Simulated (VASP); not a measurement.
Write the native input for VASP 6.6.1 that does the following.

```
Task                   : single point
Functional             : PBE
Potentials or basis    : VASP PAW PBE potentials, release 64 (Ag, F)
Cutoff                 : 520 eV
k mesh                 : 6 × 6 × 4
Occupations            : gaussian, width 0.1 eV
Spin                   : no spin polarisation
Dipole correction      : no
Further INCAR settings : ALGO = Normal; EDIFF = 1e-06; NBANDS = 28
```

The structure of AgF4 lies in POSCAR:

```
AgF4
1.0
    3.5811540000      0.0000000000      0.0000000000
    0.0000000000      3.5811540000      0.0000000000
    0.0000000000      0.0000000000      5.0645165600
Ag F
1 4
Direct
    0.0000000000      0.0000000000      0.0000000000
    0.5000000000      0.0000000000      0.2500000000
    0.0000000000      0.5000000000      0.7500000000
    0.5000000000      0.0000000000      0.7500000000
    0.0000000000      0.5000000000      0.2500000000
```

These files were run (other wordings do the same):

INCAR

```
PREC = Accurate
ENCUT = 520
EDIFF = 1E-6
ISMEAR = 0
SIGMA = 0.1
LREAL = F
LASPH = T
NELM = 100
ALGO = Normal
ISIF = 2
LWAVE = F
LCHARG = T
GGA = PE
LELF = T
LVHAR = T
NBANDS = 28
```

KPOINTS

```
Automatic mesh
0
Gamma
  6 6 4
```

Potentials or basis: VASP PAW PBE potentials, release 64 (Ag, F).

Launch:

```sh
$ cat potpaw_PBE.64/Ag/POTCAR potpaw_PBE.64/F/POTCAR > POTCAR
$ mpirun -np 1 vasp_std > vasp.out
```

It gave:

```yaml
Pressure: -0.6 GPa
Largest_force: 0.390 eV/Å
```

Caveat: an odd number of electrons without spin polarisation forces a metal; a magnetic or distorted state may lie lower.

It took 25 s on 1 thread of AMD EPYC 9R45 96-Core Processor (Zen 5), with other jobs on the host, peak memory 0.17 GiB.
